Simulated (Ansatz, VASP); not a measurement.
## Two plane-wave programs on AlP

```xyz
2
Lattice="0.0000 2.7169 2.7169 2.7169 0.0000 2.7169 2.7169 2.7169 0.0000" Properties=species:S:1:pos:R:3 pbc="T T T"
Al    0.0000    0.0000    0.0000
P     1.3584    1.3584    1.3584
```

Alike in both runs: functional LDA; k mesh 8 × 8 × 8; occupations gaussian, width 0.02 eV; no spin polarisation.

Ansatz relaxed the structure, and its values are those at the end. VASP's run is a single point on that final structure, the one shown.

```csv
,VASP,Ansatz
version,VASP 6.6.1,Ansatz 0.2.0
potentials or method,"VASP PAW LDA potentials, release 64 (Al, P), cutoff 500 eV","scalar-relativistic, plane waves, PAW"
valence electrons in the cell,8,8
```

Ansatz gave:

```
gap on the k mesh at the Fermi level (eV) : 1.42
least direct gap on the mesh (eV)         : 3.23
pressure (GPa)                            : 0.0
```

Question: Estimate VASP's values.

Answer: gap on the k mesh at the Fermi level (eV): 1.41; least direct gap on the mesh (eV): 3.24; pressure (GPa): 0.1.

Ansatz warns that its potentials were made for another functional, while VASP's fit it. LDA's correlation is that of Perdew and Zunger in VASP and of Perdew and Wang (1992) in Ansatz.
